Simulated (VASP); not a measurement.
# Ga (Cmce) in VASP: a series of runs

Runs on Ga. Level: PBEsol. Tasks: electric field gradients.

Everything below comes from runs of VASP 6.6.1. Logs are shortened: lines on timing, memory, paths and dates and some standing lists are left out, and cuts for length are marked.

## 1. The cell of the first run

Symmetry: Cmce, No. 64, orthorhombic system. The conventional cell has a = 4.419 Å, b = 7.489 Å, c = 4.424 Å, α = 90.00°, β = 90.00°, γ = 90.00°. Within 3.2 Å of Ga (site symmetry m) lie 7 Ga at 2.39 to 2.74 Å.

## 2. Electric field gradients, PBEsol (18.30 Å³/atom)

INCAR

```
  PREC = Accurate
  ENCUT = 520
  EDIFF = 1E-8
  ISMEAR = -1
  SIGMA = 0.05
  LREAL = False
  LASPH = True
  NELM = 80
  ALGO = Normal
  ISIF = 2
  LWAVE = False
  LCHARG = False
  GGA = PS
  LEFG = True
  NBANDS = 34
```

KPOINTS

```
Automatic mesh
0
Gamma
  9 9 8
```

POSCAR

```
Ga
1.0
    2.2093095303     -3.7443699420      0.0000000000
    2.2093095303      3.7443699420      0.0000000000
    0.0000000000      0.0000000000      4.4244965772
Ga
4
Direct
    0.1525000000      0.8475000000      0.0785000000
    0.6525000000      0.3475000000      0.4215000000
    0.8475000000      0.1525000000      0.9215000000
    0.3475000000      0.6525000000      0.5785000000
```

Potentials or basis: VASP PAW PBE potentials, release 64 (Ga_d).

Launch:

```
cat potpaw_PBE.64/Ga_d/POTCAR > POTCAR
mpirun -np 1 vasp_std > vasp.out
```

OUTCAR:

```text
PREC = Accurate
   ENCUT = 520
   EDIFF = 1E-8
   ISMEAR = -1
   LREAL = False
   LASPH = True
   NELM = 80
   ISIF = 2
   GGA = PS

 ion  position               nearest neighbor table
   1  0.153  0.847  0.078-   3 2.39   4 2.65   4 2.65   2 2.68   2 2.68   3 2.74   3 2.74
   2  0.653  0.347  0.422-   4 2.39   3 2.65   3 2.65   1 2.68   1 2.68   4 2.74   4 2.74
   3  0.847  0.153  0.922-   1 2.39   2 2.65   2 2.65   4 2.68   4 2.68   1 2.74   1 2.74
   4  0.347  0.653  0.578-   2 2.39   1 2.65   1 2.65   3 2.68   3 2.68   2 2.74   2 2.74

  LATTYP: Found a base centered orthorhombic cell.
 ALAT       =     4.4186190606
 B/A-ratio  =     1.6948145521
 C/A-ratio  =     1.0013301705

  Lattice vectors:

 A1 = (   2.2093095303,  -3.7443699420,   0.0000000000)
 A2 = (   2.2093095303,   3.7443699420,   0.0000000000)
 A3 = (   0.0000000000,   0.0000000000,   4.4244965772)

Analysis of symmetry for initial positions (statically):
=====================================================================
 Subroutine PRICEL returns:
 Original cell was already a primitive cell.

 Routine SETGRP: Setting up the symmetry group for a
 base centered orthorhombic supercell.

 Subroutine GETGRP returns: Found  8 space group operations
 (whereof  4 operations were pure point group operations)
 out of a pool of  8 trial point group operations.

The static configuration has the point symmetry C_2h.
 The point group associated with its full space group is D_2h.

Analysis of symmetry for dynamics (positions and initial velocities):
=====================================================================
 Subroutine PRICEL returns:
 Original cell was already a primitive cell.

 Routine SETGRP: Setting up the symmetry group for a
 base centered orthorhombic supercell.

 Subroutine GETGRP returns: Found  8 space group operations
 (whereof  4 operations were pure point group operations)
 out of a pool of  8 trial point group operations.

The dynamic configuration has the point symmetry C_2h.
 The point group associated with its full space group is D_2h.

 Subroutine INISYM returns: Found  8 space group operations
 (whereof  4 operations are pure point group operations),
 and found     1 'primitive' translations

----------------------------------------------------------------------------------------

                                     Primitive cell

  volume of cell :      73.2030

  direct lattice vectors                    reciprocal lattice vectors
     2.209309530 -3.744369942  0.000000000     0.226315051 -0.133533814  0.000000000
     2.209309530  3.744369942  0.000000000     0.226315051  0.133533814  0.000000000
     0.000000000  0.000000000  4.424496577     0.000000000  0.000000000  0.226014414

  length of vectors
     4.347568845  4.347568845  4.424496577     0.262773252  0.262773252  0.226014414

  position of ions in fractional coordinates (direct lattice)
     0.152500000  0.847500000  0.078500000
     0.652500000  0.347500000  0.421500000
     0.847500000  0.152500000  0.921500000
     0.347500000  0.652500000  0.578500000

  ion indices of the primitive-cell ions
   primitive index   ion index
                 1           1
                 2           2
                 3           3
                 4           4

----------------------------------------------------------------------------------------

 KPOINTS: Automatic mesh

Automatic generation of k-mesh.
 Grid dimensions read from file:
 generate k-points for:    9    9    8

 Generating k-lattice:

  Cartesian coordinates                     Fractional coordinates (reciprocal lattice)
     0.025146117 -0.014837090  0.000000000     0.111111111 -0.000000000  0.000000000
     0.025146117  0.014837090  0.000000000    -0.000000000  0.111111111  0.000000000
     0.000000000  0.000000000  0.028251802     0.000000000  0.000000000  0.125000000

  Length of vectors
     0.029197028  0.029197028  0.028251802

  Shift w.r.t. Gamma in fractional coordinates (k-lattice)
     0.000000000  0.000000000  0.000000000

 Subroutine IBZKPT returns following result:
 ===========================================

 Found    125 irreducible k-points:

 Following reciprocal coordinates:
            Coordinates               Weight
  0.000000  0.000000  0.000000      1.000000
  0.111111  0.000000  0.000000      4.000000
  0.222222  0.000000  0.000000      4.000000
  0.333333  0.000000  0.000000      4.000000
  0.444444  0.000000  0.000000      4.000000
  0.111111  0.111111  0.000000      2.000000
[... 16 lines left out ...]
 -0.333333  0.333333  0.000000      2.000000
  0.444444  0.444444  0.000000      2.000000
 [... further k-points ...]
   k-points           NKPTS =    125   k-points in BZ     NKDIM =    125   number of bands    NBANDS=     34
   number of dos      NEDOS =    301   number of ions     NIONS =      4
   total plane-waves  NPLWV =  36864
   dimension x,y,z NGX =    32 NGY =   32 NGZ =   36
   dimension x,y,z NGXF=    64 NGYF=   64 NGZF=   72
   ions per type =               4
   NGX,Y,Z   is equivalent  to a cutoff of  12.24, 12.24, 13.53 a.u.
   NGXF,Y,Z  is equivalent  to a cutoff of  24.47, 24.47, 27.05 a.u.
 SYSTEM =  unknown system
   PREC   = accura    normal or accurate (medium, high low for compatibility)
   ISTART =      0    job   : 0-new  1-cont  2-samecut
   ICHARG =      2    charge: 1-file 2-atom 10-const
   ISPIN  =      1    spin polarized calculation?
   LNONCOLLINEAR =      F non collinear calculations
   LSORBIT =      F    spin-orbit coupling
   LASPH  =      T    aspherical Exc in radial PAW
   ENCUT  =  520.0 eV  38.22 Ry    6.18 a.u.   8.08  8.08  8.23*2*pi/ulx,y,z
   NELM   =     80;   NELMIN=  2; NELMDL= -5     # of ELM steps
   EDIFF  = 0.1E-07   stopping-criterion for ELM
   LREAL  =      F    real-space projection
   EDIFFG = 0.1E-06   stopping-criterion for IOM
   NSW    =      0    number of steps for IOM
   IBRION =     -1    ionic relax: 0-MD 1-quasi-New 2-CG
   NFREE  =      0    steps in history (QN), initial steepest desc. (CG)
   ISIF   =      2    stress and relaxation
   ISYM   =      2    0-nonsym 1-usesym 2-fastsym
   POTIM  = 0.5000    time-step for ionic-motion
   TEBEG  =    0.0;   TEEND  =   0.0 temperature during run
   PSTRESS=    0.0 pullay stress
   NELECT =      52.0000    total number of electrons
   NUPDOWN=      -1.0000    fix difference up-down
   EMIN   =  10.00;   EMAX   =-10.00  energy-range for DOS
   EFERMI =   0.00;   METHOD = LEGACY
   ISMEAR =    -1;   SIGMA  =   0.05  broadening in eV -4-tet -1-fermi 0-gaus
   EFERMI_NEDOS =   21; number of points for ismear=-14 and -15
   IALGO  =     38    algorithm
   IMIX   =      4    mixing-type and parameters
     AMIX     =   0.40;   BMIX     =  1.00
     AMIX_MAG =   1.60;   BMIX_MAG =  1.00
  volume/ion in A,a.u.               =      18.30       123.50
  Fermi-wavevector in a.u.,A,eV,Ry     =   1.460717  2.760356 29.030690  2.133695
  Thomas-Fermi vector in A             =   2.577134
   LORBIT       =      0    0 simple, 1 ext, 2 COOP (PROOUT), +10 PAW based schemes
   GGA     = PS    functional components
   LHFCALC =     F    Hartree Fock is set to
   AEXX    =    0.0000 exact exchange contribution
   IVDW    =     0    specifies the selected vdW correction
   LEPSILON=     F    determine dielectric tensor
   LRPA    =     F    only Hartree local field effects (RPA)
 non-spin polarized calculation
  energy-cutoff  :      520.00
  volume of cell :       73.20
 maximum number of plane-waves:      2000
   NGX = 17   NGY = 17   NGZ = 17

 number of electron      52.0000028 magnetization

 Free energy of the ion-electron system (eV)
  ---------------------------------------------------
  ext. energy  EPLUGINS =         0.00000000
  ---------------------------------------------------
  free energy    TOTEN  =       -13.35014889 eV

  energy without entropy =      -13.34287712  energy(sigma->0) =      -13.34651301

 E-fermi :   5.4884     XC(G=0): -11.1489

 val. band max:        5.4876204957   @ k =  -0.4444   0.3333   0.1250
 cond. band min:       5.5023458088   @ k =  -0.3333   0.3333   0.3750
 fundamental gap:      0.0147253130
 Fermi energy:         5.4883945791

 k-point     1 :       0.0000    0.0000    0.0000
  band No.  band energies     occupation
      1      -9.7185      2.00000
      2      -9.7083      2.00000
      3      -9.7062      2.00000
      4      -9.6754      2.00000
      5      -9.6135      2.00000
      6      -9.5807      2.00000
[... 877 lines left out ...]
     33      12.4271      0.00000
     34      13.6823      0.00000

 [... further k-points ...]
[... 5 lines left out ...]
  --------------------------------------------------------------------------------------
  -------------------------------------------------------------------------------------
  Total        0.7509531      2.3048752      0.8488721      0.0000000      0.0000000      0.0000000
  in kB       16.4359282     50.4462426     18.5790575      0.0000000      0.0000000      0.0000000
  external PRESSURE =      28.4870761 kB  Pullay stress =       0.0000000 kB

 VOLUME and BASIS-vectors are now :
 -----------------------------------------------------------------------------
  energy-cutoff  :      520.00
  volume of cell :       73.20
      direct lattice vectors                 reciprocal lattice vectors
     2.209309530 -3.744369942  0.000000000     0.226315051 -0.133533814  0.000000000
     2.209309530  3.744369942  0.000000000     0.226315051  0.133533814  0.000000000
     0.000000000  0.000000000  4.424496577     0.000000000  0.000000000  0.226014414

 POSITION                                       TOTAL-FORCE (eV/Angst)
 -----------------------------------------------------------------------------------
      2.20931      2.60234      0.34732         0.000000     -0.458768      0.139157
      2.20931     -1.14203      1.86493         0.000000     -0.458768     -0.139157
      2.20931     -2.60234      4.07717         0.000000      0.458768     -0.139157
      2.20931      1.14203      2.55957         0.000000      0.458768      0.139157
 -----------------------------------------------------------------------------------
    total drift:                               -0.000000     -0.000000     -0.000000

  FREE ENERGIE OF THE ION-ELECTRON SYSTEM (eV)
  ---------------------------------------------------
  free  energy   TOTEN  =       -13.3501488909 eV

  energy  without entropy=      -13.3428771241  energy(sigma->0) =      -13.34651301

 Electric field gradients (V/A^2)
---------------------------------------------------------------------
 ion       V_xx      V_yy      V_zz      V_xy      V_xz      V_yz
---------------------------------------------------------------------
   1      31.882   -44.626    12.745    -0.000     0.000    27.352
   2      31.882   -44.626    12.745    -0.000    -0.000   -27.352
   3      31.882   -44.626    12.745     0.000     0.000    27.352
   4      31.882   -44.626    12.745    -0.000    -0.000   -27.352
---------------------------------------------------------------------

 Electric field gradients after diagonalization (V/A^2)
 (convention: |V_zz| > |V_xx| > |V_yy|)
----------------------------------------------------------------------
 ion       V_xx      V_yy      V_zz     asymmetry (V_yy - V_xx)/ V_zz
----------------------------------------------------------------------
   1      31.882    23.695   -55.577       0.147
   2      31.882    23.695   -55.577       0.147
   3      31.882    23.695   -55.577       0.147
   4      31.882    23.695   -55.577       0.147
----------------------------------------------------------------------

           NMR quadrupolar parameters

 Cq : quadrupolar parameter    Cq=e*Q*V_zz/h
 eta: asymmetry parameters     (V_yy - V_xx)/ V_zz
 Q  : nuclear electric quadrupole moment in mb (millibarn)
----------------------------------------------------------------------
 ion       Cq(MHz)       eta       Q (mb)
----------------------------------------------------------------------
   1      -0.134       0.147       1.000
   2      -0.134       0.147       1.000
   3      -0.134       0.147       1.000
   4      -0.134       0.147       1.000
----------------------------------------------------------------------
```

Run time: 4.7 min. Hardware: 1 thread of Intel Xeon Platinum 8488C (Sapphire Rapids), shared host; peak memory 0.34 GiB.

Results:

```
Free energy                             : -13.3501 eV
Pressure                                : 2.8 GPa
Largest force                           : 0.479 eV/Å
Band gap on the k mesh                  : zero (bands 26 and 27 overlap by 1.30 eV)
Largest electric field gradient by atom : Ga -55.6 V/Å²
```

Forces on the atoms (eV/Å):
```
Ga   0.000 -0.459  0.139
Ga   0.000 -0.459 -0.139
Ga   0.000  0.459 -0.139
Ga   0.000  0.459  0.139
```

Levels at points of the mesh, in eV from the Fermi level:
```tsv
k point	band 23	band 24	band 25	band 26	band 27	band 28	band 29	band 30
(0.00, 0.00, 0.00)	-3.81	-1.71	-1.52	-0.95	0.90	0.92	1.10	5.46
(0.00, 0.00, 0.50)	-0.08	-0.08	0.09	0.09	0.19	0.19	2.27	2.27
```

Electric field gradients, principal values (V/Å²):
```tsv
atom	least	middle	greatest (by size)
1 Ga	23.695	31.882	-55.577
2 Ga	23.695	31.882	-55.577
3 Ga	23.695	31.882	-55.577
4 Ga	23.695	31.882	-55.577
```

Caveat: without QUAD_EFG the Cq values of the log hold for a quadrupole moment of 1 mb, not for the nuclei; the PAW data sets were made with another functional, which shifts forces and pressure a little.

(Part 1 of 2 ends here.)
